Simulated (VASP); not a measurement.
**HfB: relaxation of cell and atoms with r2SCAN+U**

The system is HfB.

```
CELL_PARAMETERS angstrom
0.00000 2.31000 2.31000
2.31000 0.00000 2.31000
2.31000 2.31000 0.00000
ATOMIC_POSITIONS crystal
Hf 0.50000 0.50000 0.50000
B 0.00000 0.00000 0.00000
```

```json
{
  "Program": "VASP 6.6.1",
  "Task": "relaxation of cell and atoms",
  "Functional": "r2SCAN",
  "Potentials or basis": "VASP PAW PBE potentials, release 64 (Hf_pv, B)",
  "Cutoff": "600 eV",
  "k mesh": "10 × 10 × 10",
  "Occupations": "fermi-dirac, width 0.05 eV",
  "Spin": "no spin polarisation",
  "Hubbard terms": "Hf d U = 8.0 eV",
  "Dipole correction": "no",
  "Further INCAR settings": "ALGO = Normal; EDIFF = 1e-06; IBRION = 2; EDIFFG = -0.01; NSW = 60; ISIF = 3"
}
```

* Relaxed volume: 15.87 Å³/atom
* Relaxed cell: a = 3.554 Å, b = 3.554 Å, c = 3.554 Å, α = 60.00°, β = 60.00°, γ = 60.00°
* Space group after relaxing (to 0.1 Å): Fm-3m (No. 225)
* Energy gained by relaxing: 554.3 meV/atom
* Ionic steps: 5
* Pressure after relaxing: 0.0 GPa
* Band gap on the k mesh: zero (an odd number of electrons rules out a gap without spin polarisation)

The path:
```
step  energy change (eV)  largest force (eV/Å)  pressure (GPa)  volume (Å³)
   1              0.0000                0.0000           61.19        24.65
   2              0.4563                0.0000          -27.01        45.55
   3             -1.1028                0.0000           -2.90        32.39
   4             -1.1083                0.0000           -0.68        31.90
   5             -1.1085                0.0000            0.02        31.74
```

Final structure:
```cif
data_structure
_symmetry_space_group_name_H-M 'P 1'
_symmetry_Int_Tables_number 1
_cell_length_a 3.5539
_cell_length_b 3.5539
_cell_length_c 3.5539
_cell_angle_alpha 60.000
_cell_angle_beta 60.000
_cell_angle_gamma 60.000
_cell_volume 31.74
loop_
_atom_site_label
_atom_site_type_symbol
_atom_site_fract_x
_atom_site_fract_y
_atom_site_fract_z
_atom_site_occupancy
Hf1 Hf 0.50000 0.50000 0.50000 1
B1 B 0.00000 0.00000 0.00000 1
```

Levels at points of the mesh, in eV from the Fermi level:
```
           k point  band 3  band 4  band 5  band 6  band 7  band 8  band 9  band 10
(0.00, 0.00, 0.00)  -32.68  -10.06    2.95    2.95    2.95    3.13    3.13     3.13
(0.50, 0.00, 0.00)  -32.71   -5.85   -4.96   -0.92   -0.92    6.58    6.66     6.66
(0.50, 0.50, 0.00)  -32.77   -6.80   -2.46    0.11    1.02    1.02    5.48     6.15
```

Eigenvalues of the final occupation matrices:
```tsv
site	spin	trace	eigenvalues
site 1 d	1	0.59	0.06 0.06 0.06 0.20 0.20
site 1 d	2	0.59	0.06 0.06 0.06 0.20 0.20
```

It took 5.8 min on 1 thread of Intel(R) Xeon(R) 6975P-C (Granite Rapids), on a shared host, peak memory 0.18 GiB.

Caveat: the volume moved by over 15 % at a fixed basis, so the end points are rough; the PAW data sets were made with another functional, which shifts forces and pressure a little; spin-orbit coupling is left out, which moves the levels of the heavy elements; U without spin polarisation on a metal has little footing; the U is typed as a test and isn't derived for this compound. Zero-point motion and thermal expansion aren't in these numbers.
